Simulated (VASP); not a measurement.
# Ni (Im-3m) in VASP: notebook, part 3 of 3

VASP 6.6.1. The steps go on from the part before.

## Step 4: Single point, LDA, collinear spin, ferromagnetic start

Input file INCAR:

```
SYSTEM = Ni
ALGO     = Fast           ! electronic algorithm
EDIFF    = 1E-6           ! SCF threshold, eV
ENCUT    = 520            ! plane-wave cutoff, eV
GGA      = CA             ! functional
ISIF     = 2              ! what is computed and relaxed
ISMEAR   = -1             ! smearing method
ISPIN    = 2              ! spin polarisation
LASPH    = .TRUE.         ! aspherical terms in the spheres
LCHARG   = .FALSE.        ! write CHGCAR
LMAXMIX  = 4              ! l up to which the mixer works
LORBIT   = 11             ! projections on sites
LREAL    = .FALSE.        ! projectors in reciprocal space
LWAVE    = .FALSE.        ! write WAVECAR
MAGMOM   = 1              ! initial moments
NBANDS   = 15             ! bands
NELM     = 150            ! most SCF steps
PREC     = Accurate       ! precision mode
SIGMA    = 0.05           ! smearing width, eV
```

Input file KPOINTS:

```
k-points
0
G
  13 13 13
  0 0 0
```

Input file POSCAR:

```
Ni
1.0
   -1.3837154700      1.3837154700      1.3837154700
    1.3837154700     -1.3837154700      1.3837154700
    1.3837154700      1.3837154700     -1.3837154700
Ni
1
Direct
    0.0000000000      0.0000000000      0.0000000000
```

Potentials or basis: VASP PAW LDA potentials, release 64 (Ni).

Run with:

```bash
cat potpaw_LDA.64/Ni/POTCAR > POTCAR
mpirun -np 1 vasp_std > vasp.out
```

OUTCAR:

```text
SYSTEM = Ni
   EDIFF = 1E-6
   ENCUT = 520
   GGA = CA
   ISIF = 2
   ISMEAR = -1
   ISPIN = 2
   LASPH = .TRUE.
   LORBIT = 11
   LREAL = .FALSE.
   NELM = 150
   PREC = Accurate

 ion  position               nearest neighbor table
   1  0.000  0.000  0.000-

  LATTYP: Found a body centered cubic cell.
 ALAT       =     2.7674309400

  Lattice vectors:

 A1 = (  -1.3837154700,   1.3837154700,   1.3837154700)
 A2 = (   1.3837154700,  -1.3837154700,   1.3837154700)
 A3 = (   1.3837154700,   1.3837154700,  -1.3837154700)

Analysis of symmetry for initial positions (statically):
=====================================================================
 Subroutine PRICEL returns:
 Original cell was already a primitive cell.

 Routine SETGRP: Setting up the symmetry group for a
 body centered cubic supercell.

 Subroutine GETGRP returns: Found 48 space group operations
 (whereof 48 operations were pure point group operations)
 out of a pool of 48 trial point group operations.

[... 622 lines left out ...]
      1       0.2872      1.00000
      2       7.4930      1.00000
      3       7.4930      1.00000
      4       7.4930      1.00000
      5       8.8769      0.99954
      6       8.8769      0.99954
      7      36.0711      0.00000
      8      36.0711      0.00000
      9      36.0711      0.00000
     10      41.1881      0.00000
     11      41.1881      0.00000
     12      42.2970      0.00000
     13      42.2970      0.00000
     14      42.2971      0.00000
[... 403 lines left out ...]
      4       8.7719      0.99994
      5       8.9664      0.99725
      6       9.6398      0.00051
      7      22.8489      0.00000
      8      27.4399      0.00000
      9      28.7841      0.00000
     10      37.6397      0.00000
     11      41.2530      0.00000
     12      43.9446      0.00000
     13      45.9612      0.00000
     14      49.4870      0.00000
     15      52.5123      0.00000

 [... further k-points ...]
[... 5 lines left out ...]
  --------------------------------------------------------------------------------------
  -------------------------------------------------------------------------------------
  Total       -0.7133534     -0.7133534     -0.7133534      0.0000000     -0.0000000      0.0000000
  in kB     -107.8487005   -107.8487005   -107.8487005      0.0000000     -0.0000000      0.0000000
  external PRESSURE =    -107.8487005 kB  Pullay stress =       0.0000000 kB

 VOLUME and BASIS-vectors are now :
 -----------------------------------------------------------------------------
  energy-cutoff  :      520.00
  volume of cell :       10.60
      direct lattice vectors                 reciprocal lattice vectors
    -1.383715470  1.383715470  1.383715470     0.000000000  0.361345964  0.361345964
     1.383715470 -1.383715470  1.383715470     0.361345964  0.000000000  0.361345964
     1.383715470  1.383715470 -1.383715470     0.361345964  0.361345964  0.000000000

 POSITION                                       TOTAL-FORCE (eV/Angst)
 -----------------------------------------------------------------------------------
      0.00000      0.00000      0.00000        -0.000000      0.000000     -0.000000
 -----------------------------------------------------------------------------------
    total drift:                                0.000000      0.000000      0.000000

  FREE ENERGIE OF THE ION-ELECTRON SYSTEM (eV)
  ---------------------------------------------------
  free  energy   TOTEN  =        -6.4662172825 eV

  energy  without entropy=       -6.4491512656  energy(sigma->0) =       -6.45768427

 total charge

# of ion       s       p       d       tot
------------------------------------------
    1        0.504   0.510   8.359   9.372

 magnetization (x)

# of ion       s       p       d       tot
------------------------------------------
    1       -0.002  -0.008   0.455   0.445
```

OSZICAR:

```text
N       E                     dE             d eps       ncg     rms          rms(c)
DAV:   1     0.337909282063E+02    0.33791E+02   -0.41898E+03  5261   0.881E+02
DAV:   2    -0.595853060017E+01   -0.39749E+02   -0.36997E+02  5719   0.167E+02
DAV:   3    -0.749868325434E+01   -0.15402E+01   -0.15146E+01  6209   0.317E+01
DAV:   4    -0.750792697196E+01   -0.92437E-02   -0.92420E-02  6104   0.236E+00
DAV:   5    -0.750803063442E+01   -0.10366E-03   -0.10366E-03  6394   0.223E-01    0.102E+01
RMM:   6    -0.678957199556E+01    0.71846E+00   -0.16191E+00  6778   0.135E+01    0.608E+00
RMM:   7    -0.649341022387E+01    0.29616E+00   -0.19536E-01  6665   0.463E+00    0.214E+00
RMM:   8    -0.646904391692E+01    0.24366E-01   -0.47688E-03  7606   0.399E-01    0.877E-01
RMM:   9    -0.646676935834E+01    0.22746E-02   -0.67380E-04  7442   0.252E-01    0.222E-01
RMM:  10    -0.646620569952E+01    0.56366E-03   -0.33204E-04  7164   0.200E-01    0.589E-02
RMM:  11    -0.646619900386E+01    0.66957E-05   -0.73976E-05  7568   0.591E-02    0.390E-02
RMM:  12    -0.646621714337E+01   -0.18140E-04   -0.12713E-05  7266   0.299E-02    0.266E-02
RMM:  13    -0.646621728249E+01   -0.13912E-06   -0.25064E-06  5629   0.957E-03
   1 F= -.64662173E+01 E0= -.64576843E+01  d E =-.170660E-01  mag=     0.4485
```

Wall time 12 s (1 thread of Intel Xeon 6975P-C (Granite Rapids), shared host); peak memory 0.12 GiB.

What came out:

```yaml
Free_energy: -6.4662 eV
Pressure: -10.8 GPa
Net_moment: 0.45 μB per cell
Site_moments: Ni +0.45 μB
Valence_electrons_inside_the_program's_atomic_spheres: Ni 9.37
```

## Step 5: Single point, PBE, collinear spin, ferromagnetic start

This run uses another cell than the first one, of 11.00 Å³/atom, 1.038 times its volume.

Input file INCAR:

```
SYSTEM = Ni
PREC     = Accurate       ! precision mode
ENCUT    = 520            ! plane-wave cutoff, eV
EDIFF    = 1E-6           ! SCF threshold, eV
ISMEAR   = -1             ! smearing method
SIGMA    = 0.05           ! smearing width, eV
LREAL    = .FALSE.        ! projectors in reciprocal space
LASPH    = .TRUE.         ! aspherical terms in the spheres
NELM     = 150            ! most SCF steps
ALGO     = Fast           ! electronic algorithm
ISIF     = 2              ! what is computed and relaxed
LWAVE    = .FALSE.        ! write WAVECAR
LCHARG   = .FALSE.        ! write CHGCAR
ISPIN    = 2              ! spin polarisation
MAGMOM   = 1              ! initial moments
LORBIT   = 11             ! projections on sites
LMAXMIX  = 4              ! l up to which the mixer works
GGA      = PE             ! functional
NBANDS   = 15             ! bands
```

Input file KPOINTS:

```
Automatic mesh
0
G
  13 13 13
  0 0 0
```

Input file POSCAR:

```
Ni
1.0
   -1.4010990316      1.4010990316      1.4010990316
    1.4010990316     -1.4010990316      1.4010990316
    1.4010990316      1.4010990316     -1.4010990316
Ni
1
Direct
    0.0000000000      0.0000000000      0.0000000000
```

Potentials or basis: VASP PAW PBE potentials, release 64 (Ni).

Run with:

```bash
cat potpaw_PBE.64/Ni/POTCAR > POTCAR
mpirun -np 1 vasp_std > vasp.out
```

Run time: 12 s. Hardware: 1 thread of Intel Xeon 6975P-C (Granite Rapids), shared host; peak memory 0.14 GiB.

Results (log left out):

- Free energy: -5.3821 eV
- Pressure: -0.1 GPa
- Net moment: 0.59 μB per cell
- Site moments: Ni +0.60 μB
- Valence electrons inside the program's atomic spheres: Ni 9.29

Levels at points of the mesh, in eV from the Fermi level:
Spin up:
```
           k point  band 2  band 3  band 4  band 5  band 6  band 7  band 8  band 9
(0.00, 0.00, 0.00)   -2.28   -2.28   -2.28   -0.88   -0.88   26.35   26.35   26.35
```
Spin down:
| k point | band 1 | band 2 | band 3 | band 4 | band 5 | band 6 | band 7 | band 8 | band 9 | band 10 |
| --- | --- | --- | --- | --- | --- | --- | --- | --- | --- | --- |
| (0.00, 0.00, 0.00) | -8.82 | -1.57 | -1.57 | -1.57 | -0.36 | -0.36 | 26.25 | 26.25 | 26.25 | 31.10 |

## Step 6: Relaxation of cell and atoms, PBE, collinear spin, ferromagnetic start

Input file INCAR:

```
ALGO = Normal
EDIFF = 1E-6
EDIFFG = -0.01
ENCUT = 600
GGA = PE
IBRION = 2
ISIF = 3
ISMEAR = -1
ISPIN = 2
LASPH = True
LCHARG = False
LMAXMIX = 4
LORBIT = 11
LREAL = False
LWAVE = False
MAGMOM = 1
NELM = 150
NSW = 60
PREC = Accurate
SIGMA = 0.05
```

Input file KPOINTS:

```
k-points
0
Gamma
  13 13 13
```

Input file POSCAR:

```
Ni
1.0
   -1.3837154700      1.3837154700      1.3837154700
    1.3837154700     -1.3837154700      1.3837154700
    1.3837154700      1.3837154700     -1.3837154700
Ni
1
Direct
    0.0000000000      0.0000000000      0.0000000000
```

Potentials or basis: VASP PAW PBE potentials, release 64 (Ni).

Run with:

```bash
cat potpaw_PBE.64/Ni/POTCAR > POTCAR
mpirun -np 1 vasp_std > vasp.out
```

It took 22 s on 1 thread of Intel Xeon 6975P-C (Granite Rapids), shared host; peak memory 0.14 GiB.

It converged, with:

```yaml
Free_energy: -5.3816 eV
Relaxed_volume: 10.99 Å³/atom
Relaxed_cell: a = 2.426 Å, b = 2.426 Å, c = 2.426 Å, α = 109.47°, β = 109.47°, γ = 109.47°
Space_group_after_relaxing_to_0.05_Å: Im-3m (No. 229)
Energy_gained_by_relaxing: 9.0 meV/atom
Ionic_steps: 3
Pressure_after_relaxing: 0.0 GPa
Net_moment: 0.59 μB per cell
Site_moments: Ni +0.60 μB
Valence_electrons_inside_the_program's_atomic_spheres: Ni 9.30
```

Step by step:
| step | energy change (eV) | largest force (eV/Å) | pressure (GPa) | volume (Å³) |
| --- | --- | --- | --- | --- |
| 1 | 0.0000 | 0.0000 | 7.53 | 10.60 |
| 2 | -0.0015 | 0.0000 | -5.89 | 11.38 |
| 3 | -0.0090 | 0.0000 | -0.01 | 10.99 |

Final structure:
```cif
data_structure
_symmetry_space_group_name_H-M 'P 1'
_symmetry_Int_Tables_number 1
_cell_length_a 2.4262
_cell_length_b 2.4262
_cell_length_c 2.4262
_cell_angle_alpha 109.471
_cell_angle_beta 109.471
_cell_angle_gamma 109.471
_cell_volume 10.99
loop_
_atom_site_label
_atom_site_type_symbol
_atom_site_fract_x
_atom_site_fract_y
_atom_site_fract_z
_atom_site_occupancy
Ni1 Ni 0.00000 0.00000 0.00000 1
```

Levels at points of the mesh, in eV from the Fermi level:
Spin up:
| k point | band 1 | band 2 | band 3 | band 4 | band 5 | band 6 | band 7 | band 8 | band 9 | band 10 |
| --- | --- | --- | --- | --- | --- | --- | --- | --- | --- | --- |
| (0.00, 0.00, 0.00) | -8.81 | -2.28 | -2.28 | -2.28 | -0.88 | -0.88 | 26.35 | 26.35 | 26.35 | 31.18 |
Spin down:
```tsv
k point	band 1	band 2	band 3	band 4	band 5	band 6	band 7	band 8	band 9	band 10
(0.00, 0.00, 0.00)	-8.82	-1.57	-1.57	-1.57	-0.36	-0.36	26.25	26.25	26.25	31.11
```

## Step 7: Summary

| task | level | potentials or basis | cell | cutoff (eV) | smearing | gap on the mesh (eV) | pressure (GPa) | moment (μB) |
| --- | --- | --- | --- | --- | --- | --- | --- | --- |
| single point | PBE | VASP PAW PBE potentials, release 64 (Ni) | a = 2.397 Å, angles 109.5°, 1 atom | 520 | fermi-dirac 0.05 eV | none | 7.7 | 0.58 |
| single point | PBE | VASP PAW PBE potentials, release 64 (Ni) | a = 2.397 Å, angles 109.5°, 1 atom | 520 | gaussian 0.011 eV | none | 7.6 | 0.59 |
| single point | LDA | VASP PAW LDA potentials, release 64 (Ni) | a = 2.397 Å, angles 109.5°, 1 atom | 520 | fermi-dirac 0.05 eV | none | -10.8 | 0.45 |
| single point | PBE | VASP PAW PBE potentials, release 64 (Ni) | a = 2.427 Å, angles 109.5°, 1 atom | 520 | fermi-dirac 0.05 eV | none | -0.1 | 0.59 |
| relaxation of cell and atoms | PBE | VASP PAW PBE potentials, release 64 (Ni) | relaxed from a = 2.397 Å, angles 109.5°, 1 atom | 600 | fermi-dirac 0.05 eV | none | 0.0 | 0.59 |

Alike in all rows: spin collinear, ferromagnetic start; k mesh 13 × 13 × 13.

Absolute energies hang on the potentials; compare differences alone.
